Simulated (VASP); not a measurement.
# CuI (Marshite) in VASP: single point with PBE

Aim: the single point of CuI (Marshite) with PBE.

Program: VASP 6.6.1. These are calculated values, not measurements. Logs are shortened: lines on timing, memory, paths and dates and some standing lists are left out, and cuts for length are marked.

## Step 1: The cell of the first run

The cell holds a slab with vacuum, 4 atoms: a = 4.298 Å, b = 4.298 Å, c = 19.386 Å, α = 90.00°, β = 90.00°, γ = 120.00°.

## Step 2: Single point, PBE

Input file INCAR:

```
SYSTEM = CuI
ALGO = Normal
DIPOL = 0.5 0.5 0.500
EDIFF = 1E-7
ENCUT = 520
GGA = PE
IDIPOL = 3
ISIF = 2
ISMEAR = 0
LASPH = .TRUE.
LCHARG = .TRUE.
LDIPOL = .TRUE.
LELF = .TRUE.
LREAL = .FALSE.
LVACPOTAV = .TRUE.
LVHAR = .TRUE.
LWAVE = .FALSE.
NBANDS = 26
NELM = 80
PREC = Accurate
SIGMA = 0.05
```

Input file KPOINTS:

```
k-points
0
G
  6 6 1
  0 0 0
```

Input file POSCAR:

```
CuI
1.0
    4.2977998327      0.0000000000      0.0000000000
   -2.1488999164      3.7220038355      0.0000000000
    0.0000000000      0.0000000000     19.3864235862
I Cu
2 2
Direct
    0.3333333333      0.6666666667      0.3868686747
    0.6666666667      0.3333333333      0.5678787952
    0.6666666667      0.3333333333      0.4321212048
    0.0000000000      0.0000000000      0.6131313253
```

Potentials or basis: VASP PAW PBE potentials, release 64 (I, Cu).

Command:

```
> cat potpaw_PBE.64/I/POTCAR potpaw_PBE.64/Cu/POTCAR > POTCAR
> mpirun -np 1 vasp_std > vasp.out
```

OUTCAR:

```text
SYSTEM = CuI
   EDIFF = 1E-7
   ENCUT = 520
   GGA = PE
   ISIF = 2
   ISMEAR = 0
   LASPH = .TRUE.
   LREAL = .FALSE.
   NELM = 80
   PREC = Accurate

 ion  position               nearest neighbor table
   1  0.333  0.667  0.387-   3 2.63   3 2.63   3 2.63
   2  0.667  0.333  0.568-   4 2.63   4 2.63   4 2.63   3 2.63
   3  0.667  0.333  0.432-   1 2.63   1 2.63   1 2.63   2 2.63
   4  0.000  0.000  0.613-   2 2.63   2 2.63   2 2.63

  LATTYP: Found a hexagonal cell.
 ALAT       =     4.2977998327
 C/A-ratio  =     4.5107786172

  Lattice vectors:

 A1 = (   4.2977998327,   0.0000000000,   0.0000000000)
 A2 = (  -2.1488999164,   3.7220038355,   0.0000000000)
 A3 = (   0.0000000000,   0.0000000000,  19.3864235862)

Analysis of symmetry for initial positions (statically):
=====================================================================
 Subroutine PRICEL returns:
 Original cell was already a primitive cell.

 Routine SETGRP: Setting up the symmetry group for a
 hexagonal supercell.

 Subroutine GETGRP returns: Found  6 space group operations
 (whereof  6 operations were pure point group operations)
 out of a pool of 24 trial point group operations.

The static configuration has the point symmetry C_3v.

Analysis of symmetry for dynamics (positions and initial velocities):
=====================================================================
 Subroutine PRICEL returns:
 Original cell was already a primitive cell.

 Routine SETGRP: Setting up the symmetry group for a
 hexagonal supercell.

 Subroutine GETGRP returns: Found  6 space group operations
 (whereof  6 operations were pure point group operations)
 out of a pool of 24 trial point group operations.

The dynamic configuration has the point symmetry C_3v.

 Subroutine INISYM returns: Found  6 space group operations
 (whereof  6 operations are pure point group operations),
 and found     1 'primitive' translations

----------------------------------------------------------------------------------------

                                     Primitive cell

  volume of cell :     310.1135

  direct lattice vectors                    reciprocal lattice vectors
     4.297799833  0.000000000  0.000000000     0.232677193  0.134336240  0.000000000
    -2.148899916  3.722003835  0.000000000     0.000000000  0.268672480  0.000000000
     0.000000000  0.000000000 19.386423586     0.000000000  0.000000000  0.051582490

  length of vectors
     4.297799833  4.297799833 19.386423586     0.268672480  0.268672480  0.051582490

  position of ions in fractional coordinates (direct lattice)
     0.333333333  0.666666667  0.386868675
     0.666666667  0.333333333  0.567878795
     0.666666667  0.333333333  0.432121205
     0.000000000  0.000000000  0.613131325

  ion indices of the primitive-cell ions
   primitive index   ion index
                 1           1
                 2           2
                 3           3
                 4           4

----------------------------------------------------------------------------------------

 KPOINTS: k-points

Automatic generation of k-mesh.
 Grid dimensions read from file:
 generate k-points for:    6    6    1

 Generating k-lattice:

  Cartesian coordinates                     Fractional coordinates (reciprocal lattice)
     0.038779532  0.022389373  0.000000000     0.166666667  0.000000000  0.000000000
     0.000000000  0.044778747  0.000000000     0.000000000  0.166666667  0.000000000
     0.000000000  0.000000000  0.051582490     0.000000000  0.000000000  1.000000000

  Length of vectors
     0.044778747  0.044778747  0.051582490

  Shift w.r.t. Gamma in fractional coordinates (k-lattice)
     0.000000000  0.000000000  0.000000000

 Subroutine IBZKPT returns following result:
 ===========================================

 Found      7 irreducible k-points:

 Following reciprocal coordinates:
            Coordinates               Weight
  0.000000  0.000000  0.000000      1.000000
  0.166667  0.000000  0.000000      6.000000
  0.333333 -0.000000  0.000000      6.000000
  0.500000 -0.000000  0.000000      3.000000
  0.166667  0.166667  0.000000      6.000000
  0.333333  0.166667  0.000000     12.000000
  0.333333  0.333333  0.000000      2.000000
   k-points           NKPTS =      7   k-points in BZ     NKDIM =      7   number of bands    NBANDS=     26
   number of dos      NEDOS =    301   number of ions     NIONS =      4
   total plane-waves  NPLWV = 147456
   dimension x,y,z NGX =    32 NGY =   32 NGZ =  144
   dimension x,y,z NGXF=    64 NGYF=   64 NGZF=  288
   ions per type =               2   2
   NGX,Y,Z   is equivalent  to a cutoff of  12.38, 12.38, 12.35 a.u.
   NGXF,Y,Z  is equivalent  to a cutoff of  24.76, 24.76, 24.70 a.u.
 SYSTEM =  CuI
   PREC   = accura    normal or accurate (medium, high low for compatibility)
   ISTART =      0    job   : 0-new  1-cont  2-samecut
   ICHARG =      2    charge: 1-file 2-atom 10-const
   ISPIN  =      1    spin polarized calculation?
   LNONCOLLINEAR =      F non collinear calculations
   LSORBIT =      F    spin-orbit coupling
   LASPH  =      T    aspherical Exc in radial PAW
   ENCUT  =  520.0 eV  38.22 Ry    6.18 a.u.   7.99  7.99 36.05*2*pi/ulx,y,z
   NELM   =     80;   NELMIN=  2; NELMDL= -5     # of ELM steps
   EDIFF  = 0.1E-06   stopping-criterion for ELM
   LREAL  =      F    real-space projection
   EDIFFG = 0.1E-05   stopping-criterion for IOM
   NSW    =      0    number of steps for IOM
   IBRION =     -1    ionic relax: 0-MD 1-quasi-New 2-CG
   NFREE  =      0    steps in history (QN), initial steepest desc. (CG)
   ISIF   =      2    stress and relaxation
   ISYM   =      2    0-nonsym 1-usesym 2-fastsym
   POTIM  = 0.5000    time-step for ionic-motion
   TEBEG  =    0.0;   TEEND  =   0.0 temperature during run
   PSTRESS=    0.0 pullay stress
   NELECT =      36.0000    total number of electrons
   NUPDOWN=      -1.0000    fix difference up-down
   EMIN   =  10.00;   EMAX   =-10.00  energy-range for DOS
   EFERMI =   0.00;   METHOD = LEGACY
   ISMEAR =     0;   SIGMA  =   0.05  broadening in eV -4-tet -1-fermi 0-gaus
   EFERMI_NEDOS =   21; number of points for ismear=-14 and -15
   IALGO  =     38    algorithm
   IMIX   =      4    mixing-type and parameters
     AMIX     =   0.40;   BMIX     =  1.00
     AMIX_MAG =   1.60;   BMIX_MAG =  1.00
  volume/ion in A,a.u.               =      77.53       523.19
  Fermi-wavevector in a.u.,A,eV,Ry     =   0.798611  1.509156  8.677523  0.637780
  Thomas-Fermi vector in A             =   1.905556
   LORBIT       =      0    0 simple, 1 ext, 2 COOP (PROOUT), +10 PAW based schemes
   GGA     = PE    functional components
   LHFCALC =     F    Hartree Fock is set to
   AEXX    =    0.0000 exact exchange contribution
   IVDW    =     0    specifies the selected vdW correction
   LEPSILON=     F    determine dielectric tensor
   LRPA    =     F    only Hartree local field effects (RPA)
 non-spin polarized calculation
 Gauss-broadening in eV      SIGMA  =   0.05
  energy-cutoff  :      520.00
  volume of cell :      310.11
 maximum number of plane-waves:      8376
 NGX is ok and might be reduce to    32
   NGX = 15   NGY = 15   NGZ = 73

 number of electron      36.0000004 magnetization

 dipolmoment           0.000000      0.000000     -0.168206 electrons x Angstroem

 Free energy of the ion-electron system (eV)
  ---------------------------------------------------
  ext. energy  EPLUGINS =         0.00000000
  ---------------------------------------------------
  free energy    TOTEN  =       -10.54365317 eV

  energy without entropy =      -10.54365317  energy(sigma->0) =      -10.54365317

 E-fermi :  -0.8331     XC(G=0):  -3.8416

 val. band max:       -1.0495591172   @ k =   0.0000   0.0000   0.0000
 cond. band min:      -0.4206991066   @ k =   0.0000   0.0000   0.0000
 fundamental gap:      0.6288600106
 Fermi energy:        -0.8330866770

 k-point     1 :       0.0000    0.0000    0.0000
  band No.  band energies     occupation
      1     -15.5115      2.00000
      2     -13.9976      2.00000
      3      -6.4108      2.00000
      4      -5.3554      2.00000
      5      -5.3554      2.00000
      6      -4.2577      2.00000
[... 18 lines left out ...]
     25       3.7159      0.00000
     26       4.3487      0.00000

 k-point     2 :       0.1667    0.0000    0.0000
  band No.  band energies     occupation
      1     -15.4239      2.00000
      2     -13.9091      2.00000
      3      -6.3253      2.00000
      4      -5.7799      2.00000
      5      -5.3659      2.00000
      6      -4.5110      2.00000
[... 18 lines left out ...]
     25       4.1073      0.00000
     26       4.1536      0.00000

 k-point     3 :       0.3333   -0.0000    0.0000
  band No.  band energies     occupation
      1     -15.2364      2.00000
      2     -13.7196      2.00000
      3      -6.6488      2.00000
      4      -6.1137      2.00000
      5      -5.3911      2.00000
      6      -5.0581      2.00000
[... 18 lines left out ...]
     25       4.6840      0.00000
     26       4.7676      0.00000

 k-point     4 :       0.5000   -0.0000    0.0000
  band No.  band energies     occupation
      1     -15.1353      2.00000
      2     -13.6176      2.00000
      3      -7.0039      2.00000
      4      -6.1711      2.00000
      5      -5.4060      2.00000
      6      -5.1893      2.00000
[... 18 lines left out ...]
     25       4.8274      0.00000
     26       5.4010      0.00000

 k-point     5 :       0.1667    0.1667    0.0000
  band No.  band energies     occupation
      1     -15.2853      2.00000
      2     -13.7689      2.00000
      3      -6.4016      2.00000
      4      -6.1024      2.00000
      5      -5.4902      2.00000
      6      -4.8719      2.00000
[... 18 lines left out ...]
     25       4.1224      0.00000
     26       4.6556      0.00000

 k-point     6 :       0.3333    0.1667    0.0000
  band No.  band energies     occupation
      1     -15.1367      2.00000
      2     -13.6188      2.00000
      3      -6.8057      2.00000
      4      -6.0947      2.00000
      5      -5.7063      2.00000
      6      -5.0948      2.00000
[... 18 lines left out ...]
     25       4.8763      0.00000
     26       5.2489      0.00000

 k-point     7 :       0.3333    0.3333    0.0000
  band No.  band energies     occupation
      1     -15.0859      2.00000
      2     -13.5674      2.00000
      3      -6.6584      2.00000
      4      -6.1520      2.00000
      5      -6.0300      2.00000
      6      -4.9341      2.00000
[... 18 lines left out ...]
     25       5.1219      0.00000
     26       5.3326      0.00000

------------------------ aborting loop because EDIFF is reached ----------------------------------------

  FORCE on cell =-STRESS in cart. coord.  units (eV):
  Direction    XX          YY          ZZ          XY          YZ          ZX
  --------------------------------------------------------------------------------------
  -------------------------------------------------------------------------------------
  Total       -0.9413736     -0.9413736     -0.4558120      0.0000000      0.0000000      0.0000000
  in kB       -4.8635334     -4.8635334     -2.3549170      0.0000000      0.0000000      0.0000000
  external PRESSURE =      -4.0273279 kB  Pullay stress =       0.0000000 kB

 VOLUME and BASIS-vectors are now :
 -----------------------------------------------------------------------------
  energy-cutoff  :      520.00
  volume of cell :      310.11
      direct lattice vectors                 reciprocal lattice vectors
     4.297799833  0.000000000  0.000000000     0.232677193  0.134336240  0.000000000
    -2.148899916  3.722003835  0.000000000     0.000000000  0.268672480  0.000000000
     0.000000000  0.000000000 19.386423586     0.000000000  0.000000000  0.051582490

 POSITION                                       TOTAL-FORCE (eV/Angst)
 -----------------------------------------------------------------------------------
     -0.00000      2.48134      7.50000        -0.000000     -0.000000      0.235000
      2.14890      1.24067     11.00914        -0.000000      0.000000      0.895487
      2.14890      1.24067      8.37728         0.000000      0.000000     -0.388611
      0.00000      0.00000     11.88642        -0.000000      0.000000     -0.741876
 -----------------------------------------------------------------------------------
    total drift:                               -0.000002      0.000001      0.000236

  FREE ENERGIE OF THE ION-ELECTRON SYSTEM (eV)
  ---------------------------------------------------
  free  energy   TOTEN  =       -10.5436531703 eV

  energy  without entropy=      -10.5436531702  energy(sigma->0) =      -10.54365317

 vacuum level on the upper side and lower side of the slab         2.243         4.146
```

Run time: 1.8 min. Hardware: 1 thread of Intel Xeon 6975P-C, shared host; peak memory 0.4 GiB.

What came out:

```
Free energy            : -10.5437 eV
Largest force          : 0.895 eV/Å
Band gap on the k mesh : 0.63 eV, direct
```

Forces on the atoms (eV/Å):
```
I    0.000  0.000  0.235
I    0.000  0.000  0.895
Cu   0.000  0.000 -0.389
Cu   0.000  0.000 -0.742
```

Caveat: spin-orbit coupling is left out, which moves the levels of the heavy elements.
